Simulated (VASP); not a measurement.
## LiTi: single point with PBE

Crystal: LiTi.

```
Li Ti
1.0
     2.77463    0.00000    0.00000
     0.00000    2.77463    0.00000
     0.00000    0.00000    3.57402
Li Ti
1 1
Direct
  0.49006 0.49397 0.00029
  0.51528 0.49278 0.51483
```

| Property | Result |
| --- | --- |
| Program | VASP 6.6.1 |
| Task | single point |
| Functional | PBE |
| Potentials or basis | VASP PAW PBE potentials, release 64 (Li_sv, Ti_sv) |
| Cutoff | 520 eV |
| k mesh | 11 × 11 × 8 |
| Occupations | methfessel-paxton, width 0.05 eV |
| Spin | no spin polarisation |

* Largest force: 1.185 eV/Å

Forces in eV/Å, atoms in the order of the input:
```
Li  -0.537  0.025  1.057
Ti   0.537 -0.025 -1.057
```

Levels at points of the mesh, in eV from the Fermi level:
| k point | band 3 | band 4 | band 5 | band 6 | band 7 | band 8 | band 9 | band 10 | band 11 | band 12 |
| --- | --- | --- | --- | --- | --- | --- | --- | --- | --- | --- |
| (0.00, 0.00, 0.00) | -33.68 | -32.55 | -32.55 | -5.16 | -0.85 | -0.01 | 1.99 | 2.00 | 3.49 | 4.42 |
| (0.00, 0.00, 0.50) | -33.37 | -32.54 | -32.54 | -3.21 | -1.69 | -0.68 | -0.35 | 1.24 | 1.26 | 3.51 |

Wall time 3.1 min on 1 thread of Intel(R) Xeon(R) 6975P-C (Granite Rapids), with other jobs on the host, peak memory 0.29 GiB.

Caveat: forces of over 1 eV/Å act on the atoms, so gaps and moduli don't describe the material at rest.
